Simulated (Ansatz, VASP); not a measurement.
**Two plane-wave programs on Se**

INCAR

```
SYSTEM = Se
  PREC = Accurate
  ENCUT = 600
  EDIFF = 1E-7
  ISMEAR = -1
  SIGMA = 0.08
  LREAL = .False.
  LASPH = .True.
  NELM = 100
  ALGO = Normal
  ISIF = 3
  LWAVE = .False.
  LCHARG = .False.
  GGA = PS
  IBRION = 2
  NSW = 60
  EDIFFG = -0.005
```

KPOINTS

```
regular mesh
0
Gamma
  20 20 20
  0 0 0
```

The input POSCAR:

```
Se
1.0
   -1.7380133224      1.7380133224      1.7380133224
    1.7380133224     -1.7380133224      1.7380133224
    1.7380133224      1.7380133224     -1.7380133224
Se
1
Direct
    0.0000000000      0.0000000000      0.0000000000
```

Input for Ansatz:

```yaml
crystal:
  lattice:
    - [-1.7380133224, 1.7380133224, 1.7380133224]
    - [1.7380133224, -1.7380133224, 1.7380133224]
    - [1.7380133224, 1.7380133224, -1.7380133224]
  atoms:
    - { symbol: Se, position: [0.0, 0.0, 0.0] }
kpoints:
  mp_grid: { grid: [20, 20, 20] }
scf:
  occupations: { method: fermi_dirac, width: 0.08 }
hamiltonian:
  xc: pbesol
  pseudopotentials: { kind: paw }
output:
  forces: true
  stress: true
relax:
  f_tol: 0.005
  max_steps: 40
  cell: {}
```

Alike in both runs: task relaxation of cell and atoms; functional PBEsol; k mesh 20 × 20 × 20; occupations fermi-dirac, width 0.08 eV; no spin polarisation.

|  | VASP | Ansatz |
| --- | --- | --- |
| version | VASP 6.6.1 | Ansatz 0.2.0 |
| potentials or method | VASP PAW PBE potentials, release 64 (Se) | PAW with Ansatz's default frozen-core files, scalar-relativistic |
| plane-wave cutoff (eV) | 600 | 420 |
| valence electrons in the cell | 6 | 16 |

|  | VASP | Ansatz | Ansatz less VASP |
| --- | --- | --- | --- |
| relaxed volume (Å³/atom) | 19.31 | 19.29 | -0.015 |
| relaxed length of the cell vector where the two differ most in proportion (Å) | 2.927 | 2.926 | -0.0008 |

VASP's potentials were made for PBE, not for PBEsol. VASP's potentials hold 6 valence electrons a cell and Ansatz's 16, so a difference there can come from the potentials and not from the codes.
